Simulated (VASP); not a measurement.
A run of VASP 6.6.1:

Contents of INCAR:

```
SYSTEM = Li
PREC     = Accurate       ! precision mode
ENCUT    = 520            ! plane-wave cutoff, eV
EDIFF    = 1E-6           ! SCF threshold, eV
ISMEAR   = 0              ! smearing method
SIGMA    = 0.1            ! smearing width, eV
LREAL    = .FALSE.        ! projectors in reciprocal space
LASPH    = .TRUE.         ! aspherical terms in the spheres
NELM     = 100            ! most SCF steps
ALGO     = Normal         ! electronic algorithm
ISIF     = 2              ! what is computed and relaxed
LWAVE    = .FALSE.        ! write WAVECAR
LCHARG   = .TRUE.         ! write CHGCAR
GGA      = PE             ! functional
LELF     = .TRUE.         ! ELF
LVHAR    = .TRUE.       
NBANDS   = 10             ! bands
```

Contents of KPOINTS:

```
Automatic mesh
0
G
  22 22 20
  0 0 0
```

Contents of POSCAR:

```
Li
1.0
    1.4422949395     -5.0776242860     -0.3061357688
    1.4422949395      5.0776242860     -0.3061357688
   -0.8662935408      0.0000000000      2.9475786628
Li
2
Direct
    0.8749321554      0.1250678446      0.2500000000
    0.1250678446      0.8749321554      0.7500000000
```

Potentials or basis: VASP PAW PBE potentials, release 64 (Li_sv).

Run with:

```bash
$ cat potpaw_PBE.64/Li_sv/POTCAR > POTCAR
$ mpirun -np 1 vasp_std > vasp.out
```

Hardware: 1 thread of Intel(R) Xeon(R) Platinum 8488C (Sapphire Rapids) (shared host).

**Question.** How long does it take, and how much memory?

**Answer.** It took 10 min on 1 thread of Intel(R) Xeon(R) Platinum 8488C (Sapphire Rapids), with other jobs on the host, peak memory 0.8 GiB. Counts: scf iterations 9, k points 2543.
